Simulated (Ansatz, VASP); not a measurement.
**Two plane-wave programs on CsSc2**

```
Cs Sc
1.0
    -1.77062    1.77062    8.99186
     1.77062   -1.77062    8.99186
     1.77062    1.77062   -8.99186
Cs Sc
1 2
Direct
  0.00000 0.00000 0.00000
  0.69635 0.69635 0.00000
  0.30365 0.30365 0.00000
```

Alike in both runs: functional PBE; k mesh 6 × 6 × 6; occupations gaussian, width 0.1 eV; no spin polarisation.

Ansatz relaxed the structure, and its values are those at the end. VASP's run is a single point on that final structure, the one shown.

|  | VASP | Ansatz |
| --- | --- | --- |
| version | VASP 6.6.1 | Ansatz 0.2.0 |
| potentials or method | VASP PAW PBE potentials, release 64 (Cs_sv, Sc_sv), cutoff 520 eV | scalar-relativistic, plane waves, PAW |
| valence electrons in the cell | 31 | 31 |

Ansatz gave:

* gap on the k mesh at the Fermi level (eV): none
* pressure (GPa): -0.1
* rms of the force components (eV/Å): 0.010

**Question.** Which values does VASP return?

**Answer.** gap on the k mesh at the Fermi level (eV): none; pressure (GPa): 0.0; rms of the force components (eV/Å): 0.014.

A gap of «none» marks a metal or a gap that the smearing closes.

The k mesh is coarse, so the values compare programs but aren't converged. Spin-orbit coupling is off throughout.
